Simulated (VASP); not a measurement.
# SrO (Fm-3m) in VASP: a series of runs

SrO is run at these levels: PBE; tasks: electric field gradients.

Everything below comes from runs of VASP 6.6.1. Logs are shortened: lines on timing, memory, paths and dates and some standing lists are left out, and cuts for length are marked.

## (1) The cell of the first run

It takes space group Fm-3m (No. 225, cubic). Conventional cell: a = 5.122 Å, b = 5.122 Å, c = 5.122 Å, α = 90.00°, β = 90.00°, γ = 90.00°. Within 3.4 Å of Sr (site symmetry m-3m) lie 6 O at 2.56 Å. Within 3.4 Å of O (site symmetry m-3m) lie 6 Sr at 2.56 Å.

## (2) Electric field gradients, PBE (volume scaled by 0.99)

INCAR reads:

```
PREC = Accurate
ENCUT = 520
EDIFF = 1E-8
ISMEAR = -1
SIGMA = 0.02
LREAL = F
LASPH = T
NELM = 80
ALGO = Normal
ISIF = 2
LWAVE = F
LCHARG = F
GGA = PE
LEFG = T
NBANDS = 15
```

KPOINTS reads:

```
regular mesh
0
Gamma
  8 8 8
```

POSCAR reads:

```
SrO
1.0
    0.0000000000      2.5612052870      2.5612052870
    2.5612052870      0.0000000000      2.5612052870
    2.5612052870      2.5612052870      0.0000000000
Sr O
1 1
Direct
    0.0000000000      0.0000000000      0.0000000000
    0.5000000000      0.5000000000      0.5000000000
```

Potentials or basis: VASP PAW PBE potentials, release 64 (Sr_sv, O).

Command:

```sh
$ cat potpaw_PBE.64/Sr_sv/POTCAR potpaw_PBE.64/O/POTCAR > POTCAR
$ mpirun -np 1 vasp_std > vasp.out
```

OUTCAR:

```text
PREC = Accurate
   ENCUT = 520
   EDIFF = 1E-8
   ISMEAR = -1
   LREAL = F
   LASPH = T
   NELM = 80
   ISIF = 2
   GGA = PE

 ion  position               nearest neighbor table
   1  0.000  0.000  0.000-   2 2.56   2 2.56   2 2.56   2 2.56   2 2.56   2 2.56
   2  0.500  0.500  0.500-   1 2.56   1 2.56   1 2.56   1 2.56   1 2.56   1 2.56

  LATTYP: Found a face centered cubic cell.
 ALAT       =     5.1224105740

  Lattice vectors:

 A1 = (   0.0000000000,   2.5612052870,   2.5612052870)
 A2 = (   2.5612052870,   0.0000000000,   2.5612052870)
 A3 = (   2.5612052870,   2.5612052870,   0.0000000000)

Analysis of symmetry for initial positions (statically):
=====================================================================
 Subroutine PRICEL returns:
 Original cell was already a primitive cell.

 Routine SETGRP: Setting up the symmetry group for a
 face centered cubic supercell.

 Subroutine GETGRP returns: Found 48 space group operations
 (whereof 48 operations were pure point group operations)
 out of a pool of 48 trial point group operations.

The static configuration has the point symmetry O_h .

Analysis of symmetry for dynamics (positions and initial velocities):
=====================================================================
 Subroutine PRICEL returns:
 Original cell was already a primitive cell.

 Routine SETGRP: Setting up the symmetry group for a
 face centered cubic supercell.

 Subroutine GETGRP returns: Found 48 space group operations
 (whereof 48 operations were pure point group operations)
 out of a pool of 48 trial point group operations.

The dynamic configuration has the point symmetry O_h .

 Subroutine INISYM returns: Found 48 space group operations
 (whereof 48 operations are pure point group operations),
 and found     1 'primitive' translations

----------------------------------------------------------------------------------------

                                     Primitive cell

  volume of cell :      33.6018

  direct lattice vectors                    reciprocal lattice vectors
     0.000000000  2.561205287  2.561205287    -0.195220587  0.195220587  0.195220587
     2.561205287  0.000000000  2.561205287     0.195220587 -0.195220587  0.195220587
     2.561205287  2.561205287  0.000000000     0.195220587  0.195220587 -0.195220587

  length of vectors
     3.622091253  3.622091253  3.622091253     0.338131976  0.338131976  0.338131976

  position of ions in fractional coordinates (direct lattice)
     0.000000000  0.000000000  0.000000000
     0.500000000  0.500000000  0.500000000

  ion indices of the primitive-cell ions
   primitive index   ion index
                 1           1
                 2           2

----------------------------------------------------------------------------------------

 KPOINTS: regular mesh

Automatic generation of k-mesh.
 Grid dimensions read from file:
 generate k-points for:    8    8    8

 Generating k-lattice:

  Cartesian coordinates                     Fractional coordinates (reciprocal lattice)
    -0.024402573  0.024402573  0.024402573     0.125000000  0.000000000  0.000000000
     0.024402573 -0.024402573  0.024402573     0.000000000  0.125000000  0.000000000
     0.024402573  0.024402573 -0.024402573     0.000000000  0.000000000  0.125000000

  Length of vectors
     0.042266497  0.042266497  0.042266497

  Shift w.r.t. Gamma in fractional coordinates (k-lattice)
     0.000000000  0.000000000  0.000000000

 Subroutine IBZKPT returns following result:
 ===========================================

 Found     29 irreducible k-points:

 Following reciprocal coordinates:
            Coordinates               Weight
  0.000000  0.000000  0.000000      1.000000
  0.125000  0.000000  0.000000      8.000000
  0.250000  0.000000  0.000000      8.000000
  0.375000  0.000000  0.000000      8.000000
  0.500000  0.000000  0.000000      4.000000
  0.125000  0.125000  0.000000      6.000000
[... 16 lines left out ...]
  0.500000  0.250000  0.125000     48.000000
 -0.375000  0.250000  0.125000     24.000000
 [... further k-points ...]
   k-points           NKPTS =     29   k-points in BZ     NKDIM =     29   number of bands    NBANDS=     15
   number of dos      NEDOS =    301   number of ions     NIONS =      2
   total plane-waves  NPLWV =  21952
   dimension x,y,z NGX =    28 NGY =   28 NGZ =   28
   dimension x,y,z NGXF=    56 NGYF=   56 NGZF=   56
   ions per type =               1   1
   NGX,Y,Z   is equivalent  to a cutoff of  12.85, 12.85, 12.85 a.u.
   NGXF,Y,Z  is equivalent  to a cutoff of  25.70, 25.70, 25.70 a.u.
 SYSTEM =  unknown system
   PREC   = accura    normal or accurate (medium, high low for compatibility)
   ISTART =      0    job   : 0-new  1-cont  2-samecut
   ICHARG =      2    charge: 1-file 2-atom 10-const
   ISPIN  =      1    spin polarized calculation?
   LNONCOLLINEAR =      F non collinear calculations
   LSORBIT =      F    spin-orbit coupling
   LASPH  =      T    aspherical Exc in radial PAW
   ENCUT  =  520.0 eV  38.22 Ry    6.18 a.u.   6.73  6.73  6.73*2*pi/ulx,y,z
   NELM   =     80;   NELMIN=  2; NELMDL= -5     # of ELM steps
   EDIFF  = 0.1E-07   stopping-criterion for ELM
   LREAL  =      F    real-space projection
   EDIFFG = 0.1E-06   stopping-criterion for IOM
   NSW    =      0    number of steps for IOM
   IBRION =     -1    ionic relax: 0-MD 1-quasi-New 2-CG
   NFREE  =      0    steps in history (QN), initial steepest desc. (CG)
   ISIF   =      2    stress and relaxation
   ISYM   =      2    0-nonsym 1-usesym 2-fastsym
   POTIM  = 0.5000    time-step for ionic-motion
   TEBEG  =    0.0;   TEEND  =   0.0 temperature during run
   PSTRESS=    0.0 pullay stress
   NELECT =      16.0000    total number of electrons
   NUPDOWN=      -1.0000    fix difference up-down
   EMIN   =  10.00;   EMAX   =-10.00  energy-range for DOS
   EFERMI =   0.00;   METHOD = LEGACY
   ISMEAR =    -1;   SIGMA  =   0.02  broadening in eV -4-tet -1-fermi 0-gaus
   EFERMI_NEDOS =   21; number of points for ismear=-14 and -15
   IALGO  =     38    algorithm
   IMIX   =      4    mixing-type and parameters
     AMIX     =   0.40;   BMIX     =  1.00
     AMIX_MAG =   1.60;   BMIX_MAG =  1.00
  volume/ion in A,a.u.               =      16.80       113.38
  Fermi-wavevector in a.u.,A,eV,Ry     =   1.278381  2.415791 22.235443  1.634259
  Thomas-Fermi vector in A             =   2.410927
   LORBIT       =      0    0 simple, 1 ext, 2 COOP (PROOUT), +10 PAW based schemes
   GGA     = PE    functional components
   LHFCALC =     F    Hartree Fock is set to
   AEXX    =    0.0000 exact exchange contribution
   IVDW    =     0    specifies the selected vdW correction
   LEPSILON=     F    determine dielectric tensor
   LRPA    =     F    only Hartree local field effects (RPA)
 non-spin polarized calculation
  energy-cutoff  :      520.00
  volume of cell :       33.60
 maximum number of plane-waves:       934
   NGX = 13   NGY = 13   NGZ = 13

 number of electron      15.9999996 magnetization

 Free energy of the ion-electron system (eV)
  ---------------------------------------------------
  ext. energy  EPLUGINS =         0.00000000
  ---------------------------------------------------
  free energy    TOTEN  =       -12.03158522 eV

  energy without entropy =      -12.03158522  energy(sigma->0) =      -12.03158522

 E-fermi :   2.1990     XC(G=0): -10.0806

 val. band max:        1.7180179642   @ k =   0.0000   0.0000   0.0000
 cond. band min:       4.9758322669   @ k =   0.5000   0.5000   0.0000
 fundamental gap:      3.2578143027
 Fermi energy:         2.1990354904

 k-point     1 :       0.0000    0.0000    0.0000
  band No.  band energies     occupation
      1     -30.6314      2.00000
      2     -13.3867      2.00000
      3     -12.2570      2.00000
      4     -12.2570      2.00000
      5     -12.2570      2.00000
      6       1.7180      2.00000
      7       1.7180      2.00000
      8       1.7180      2.00000
      9       5.7838      0.00000
     10       7.9537      0.00000
     11       7.9537      0.00000
     12       7.9537      0.00000
     13      10.1467      0.00000
     14      10.1467      0.00000
     15      14.4864      0.00000
[... 397 lines left out ...]
 k-point    24 :      -0.3750    0.2500    0.1250
  band No.  band energies     occupation
      1     -30.4640      2.00000
      2     -14.6030      2.00000
      3     -12.6587      2.00000
      4     -12.4944      2.00000
      5     -11.4266      2.00000
      6       0.1302      2.00000
      7       0.8427      2.00000
      8       0.9260      2.00000
      9       8.1276      0.00000
     10       8.4968      0.00000
     11      11.1175      0.00000
     12      11.2822      0.00000
     13      13.4117      0.00000
     14      14.7608      0.00000
     15      15.2141      0.00000

 [... further k-points ...]
[... 5 lines left out ...]
  --------------------------------------------------------------------------------------
  -------------------------------------------------------------------------------------
  Total        0.9516313      0.9516313      0.9516313     -0.0000000      0.0000000     -0.0000000
  in kB       45.3749477     45.3749477     45.3749477     -0.0000000      0.0000000     -0.0000000
  external PRESSURE =      45.3749477 kB  Pullay stress =       0.0000000 kB

 VOLUME and BASIS-vectors are now :
 -----------------------------------------------------------------------------
  energy-cutoff  :      520.00
  volume of cell :       33.60
      direct lattice vectors                 reciprocal lattice vectors
     0.000000000  2.561205287  2.561205287    -0.195220587  0.195220587  0.195220587
     2.561205287  0.000000000  2.561205287     0.195220587 -0.195220587  0.195220587
     2.561205287  2.561205287  0.000000000     0.195220587  0.195220587 -0.195220587

 POSITION                                       TOTAL-FORCE (eV/Angst)
 -----------------------------------------------------------------------------------
      0.00000      0.00000      0.00000         0.000000      0.000000      0.000000
      2.56121      2.56121      2.56121         0.000000      0.000000     -0.000000
 -----------------------------------------------------------------------------------
    total drift:                                0.000000      0.000000      0.000000

  FREE ENERGIE OF THE ION-ELECTRON SYSTEM (eV)
  ---------------------------------------------------
  free  energy   TOTEN  =       -12.0315852218 eV

  energy  without entropy=      -12.0315852218  energy(sigma->0) =      -12.03158522

 Electric field gradients (V/A^2)
---------------------------------------------------------------------
 ion       V_xx      V_yy      V_zz      V_xy      V_xz      V_yz
---------------------------------------------------------------------
   1      -0.000     0.000     0.000     0.000     0.000     0.000
   2      -0.000    -0.000     0.000    -0.001    -0.001    -0.001
---------------------------------------------------------------------

 Electric field gradients after diagonalization (V/A^2)
 (convention: |V_zz| > |V_xx| > |V_yy|)
----------------------------------------------------------------------
 ion       V_xx      V_yy      V_zz     asymmetry (V_yy - V_xx)/ V_zz
----------------------------------------------------------------------
   1      -0.000    -0.000     0.000       0.000
   2       0.001     0.001    -0.002       0.000
----------------------------------------------------------------------

           NMR quadrupolar parameters

 Cq : quadrupolar parameter    Cq=e*Q*V_zz/h
 eta: asymmetry parameters     (V_yy - V_xx)/ V_zz
 Q  : nuclear electric quadrupole moment in mb (millibarn)
----------------------------------------------------------------------
 ion       Cq(MHz)       eta       Q (mb)
----------------------------------------------------------------------
   1       0.000       0.000       1.000
   2      -0.000       0.000       1.000
----------------------------------------------------------------------
```

It took 15 s on 1 thread of Intel Xeon Platinum 8259CL at 2.50GHz (Skylake/Cascade Lake), shared host; peak memory 0.16 GiB.

Results:

| Quantity | Value |
| --- | --- |
| Free energy | -12.0316 eV |
| Pressure | 4.5 GPa |
| Band gap on the k mesh | 3.26 eV, indirect (least direct gap 3.34 eV) |

Caveat: the cell differs from its parent crystal (volume scaled by 0.99); without QUAD_EFG the Cq values of the log hold for a quadrupole moment of 1 mb, not for the nuclei. A k mesh can miss the band edges.

## (3) Electric field gradients, PBE

This run uses another cell than the first one, of 16.97 Å³/atom, 1.010 times its volume.

INCAR reads:

```
SYSTEM = SrO
PREC = Accurate
ENCUT = 520
EDIFF = 1E-8
ISMEAR = -1
SIGMA = 0.02
LREAL = .FALSE.
LASPH = .TRUE.
NELM = 100
ALGO = Normal
ISIF = 2
LWAVE = .FALSE.
LCHARG = .FALSE.
GGA = PE
LEFG = .TRUE.
NBANDS = 15
```

KPOINTS reads:

```
regular mesh
0
G
  8 8 8
  0 0 0
```

POSCAR reads:

```
SrO
1.0
    0.0000000000      2.5698000000      2.5698000000
    2.5698000000      0.0000000000      2.5698000000
    2.5698000000      2.5698000000      0.0000000000
Sr O
1 1
Direct
    0.0000000000      0.0000000000      0.0000000000
    0.5000000000      0.5000000000      0.5000000000
```

Potentials or basis: VASP PAW PBE potentials, release 64 (Sr_sv, O).

Command:

```sh
$ cat potpaw_PBE.64/Sr_sv/POTCAR potpaw_PBE.64/O/POTCAR > POTCAR
$ mpirun -np 1 vasp_std > vasp.out
```

OUTCAR:

```text
SYSTEM = SrO
   PREC = Accurate
   ENCUT = 520
   EDIFF = 1E-8
   ISMEAR = -1
   LREAL = .FALSE.
   LASPH = .TRUE.
   NELM = 100
   ISIF = 2
   GGA = PE

 ion  position               nearest neighbor table
   1  0.000  0.000  0.000-   2 2.57   2 2.57   2 2.57   2 2.57   2 2.57   2 2.57
   2  0.500  0.500  0.500-   1 2.57   1 2.57   1 2.57   1 2.57   1 2.57   1 2.57

  LATTYP: Found a face centered cubic cell.
 ALAT       =     5.1396000000

  Lattice vectors:

 A1 = (   0.0000000000,   2.5698000000,   2.5698000000)
 A2 = (   2.5698000000,   0.0000000000,   2.5698000000)
 A3 = (   2.5698000000,   2.5698000000,   0.0000000000)

Analysis of symmetry for initial positions (statically):
=====================================================================
 Subroutine PRICEL returns:
 Original cell was already a primitive cell.

 Routine SETGRP: Setting up the symmetry group for a
 face centered cubic supercell.

 Subroutine GETGRP returns: Found 48 space group operations
 (whereof 48 operations were pure point group operations)
 out of a pool of 48 trial point group operations.

The static configuration has the point symmetry O_h .

Analysis of symmetry for dynamics (positions and initial velocities):
=====================================================================
 Subroutine PRICEL returns:
 Original cell was already a primitive cell.

 Routine SETGRP: Setting up the symmetry group for a
 face centered cubic supercell.

 Subroutine GETGRP returns: Found 48 space group operations
 (whereof 48 operations were pure point group operations)
 out of a pool of 48 trial point group operations.

The dynamic configuration has the point symmetry O_h .
[... 165 lines left out ...]
     11       7.8838      0.00000
     12       7.8838      0.00000
     13      10.0540      0.00000
     14      10.0540      0.00000
[... 401 lines left out ...]
      2     -14.6260      2.00000
      3     -12.7395      2.00000
      4     -12.5801      2.00000
      5     -11.5175      2.00000
      6       0.0942      2.00000
      7       0.8042      2.00000
      8       0.8827      2.00000
      9       8.0429      0.00000
     10       8.4086      0.00000
     11      10.9853      0.00000
     12      11.1707      0.00000
     13      13.2708      0.00000
     14      14.6078      0.00000
     15      15.0405      0.00000

 [... further k-points ...]
[... 5 lines left out ...]
  --------------------------------------------------------------------------------------
  -------------------------------------------------------------------------------------
  Total        0.7433987      0.7433987      0.7433987      0.0000000      0.0000000     -0.0000000
  in kB       35.0916989     35.0916989     35.0916989      0.0000000      0.0000000     -0.0000000
  external PRESSURE =      35.0916989 kB  Pullay stress =       0.0000000 kB

 VOLUME and BASIS-vectors are now :
 -----------------------------------------------------------------------------
  energy-cutoff  :      520.00
  volume of cell :       33.94
      direct lattice vectors                 reciprocal lattice vectors
     0.000000000  2.569800000  2.569800000    -0.194567671  0.194567671  0.194567671
     2.569800000  0.000000000  2.569800000     0.194567671 -0.194567671  0.194567671
     2.569800000  2.569800000  0.000000000     0.194567671  0.194567671 -0.194567671

 POSITION                                       TOTAL-FORCE (eV/Angst)
 -----------------------------------------------------------------------------------
      0.00000      0.00000      0.00000         0.000000     -0.000000     -0.000000
      2.56980      2.56980      2.56980        -0.000000      0.000000      0.000000
 -----------------------------------------------------------------------------------
    total drift:                                0.000000      0.000000      0.000000

  FREE ENERGIE OF THE ION-ELECTRON SYSTEM (eV)
  ---------------------------------------------------
  free  energy   TOTEN  =       -12.0403296917 eV

  energy  without entropy=      -12.0403296917  energy(sigma->0) =      -12.04032969

 Electric field gradients (V/A^2)
---------------------------------------------------------------------
 ion       V_xx      V_yy      V_zz      V_xy      V_xz      V_yz
---------------------------------------------------------------------
   1       0.000    -0.000     0.000     0.000     0.000     0.000
   2       0.000     0.000    -0.000    -0.001    -0.001    -0.001
---------------------------------------------------------------------

 Electric field gradients after diagonalization (V/A^2)
 (convention: |V_zz| > |V_xx| > |V_yy|)
----------------------------------------------------------------------
 ion       V_xx      V_yy      V_zz     asymmetry (V_yy - V_xx)/ V_zz
----------------------------------------------------------------------
   1      -0.000    -0.000     0.000       0.000
   2       0.001     0.001    -0.001       0.000
----------------------------------------------------------------------

           NMR quadrupolar parameters

 Cq : quadrupolar parameter    Cq=e*Q*V_zz/h
 eta: asymmetry parameters     (V_yy - V_xx)/ V_zz
 Q  : nuclear electric quadrupole moment in mb (millibarn)
----------------------------------------------------------------------
 ion       Cq(MHz)       eta       Q (mb)
----------------------------------------------------------------------
   1       0.000       0.000       1.000
   2      -0.000       0.000       1.000
----------------------------------------------------------------------
```

It took 15 s on 1 thread of Intel Xeon Platinum 8259CL at 2.50GHz (Skylake/Cascade Lake), shared host; peak memory 0.16 GiB.

Results:

| Quantity | Value |
| --- | --- |
| Free energy | -12.0403 eV |
| Pressure | 3.5 GPa |
| Band gap on the k mesh | 3.26 eV, indirect (least direct gap 3.35 eV) |

Levels at points of the mesh, in eV from the valence-band top:
```
           k point  band 4  band 5  band 6  band 7  band 8  band 9  band 10  band 11  band 12  band 13
(0.00, 0.00, 0.00)  -14.02  -14.02    0.00    0.00    0.00    3.99     6.21     6.21     6.21     8.38
(0.50, 0.00, 0.00)  -14.10  -12.83   -2.17   -1.14   -1.14    6.56     8.47     8.85     8.85    11.93
(0.50, 0.50, 0.00)  -14.39  -14.39   -0.43   -0.09   -0.09    3.26     7.81    10.18    10.40    11.10
```

Caveat: without QUAD_EFG the Cq values of the log hold for a quadrupole moment of 1 mb, not for the nuclei.

(Part 1 of 2 ends here.)
